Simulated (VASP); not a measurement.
Here is a VASP 6.6.1 calculation.

Contents of INCAR:

```
SYSTEM = Ta
ALGO = Normal
EDIFF = 1E-7
ENCUT = 520
GGA = CA
ISIF = 2
ISMEAR = 0
LASPH = .TRUE.
LCHARG = .FALSE.
LREAL = .FALSE.
LWAVE = .FALSE.
NBANDS = 18
NELM = 100
PREC = Accurate
SIGMA = 0.1
```

File KPOINTS:

```
k-points
0
G
  7 7 4
  0 0 0
```

Contents of POSCAR:

```
Ta
1.0
    2.8470426714      0.0000000000      0.0000000000
   -1.4235213357      2.4656112791      0.0000000000
    0.0000000000      0.0000000000      5.0466975851
Ta
2
Direct
    0.6666666667      0.3333333333      0.7500000000
    0.3333333333      0.6666666667      0.2500000000
```

Potentials or basis: VASP PAW LDA potentials, release 64 (Ta_pv).

The run is started by

```bash
$ cat potpaw_LDA.64/Ta_pv/POTCAR > POTCAR
$ mpirun -np 1 vasp_std > vasp.out
```

Question: Predict the pressure.

Answer: 0.8 GPa.

Question: What does it give for the band gap on the k mesh?

Answer: Zero (band 11 reaches 7.51 eV, above the bottom of band 12 at 5.29 eV).

Stress tensor (GPa, compression positive):
```
0.76 0.00 0.00
0.00 0.76 0.00
0.00 0.00 0.88
```

Caveat: the k points lie up to 0.36 Å⁻¹ apart; spin-orbit coupling is left out, which moves the levels of the heavy elements.
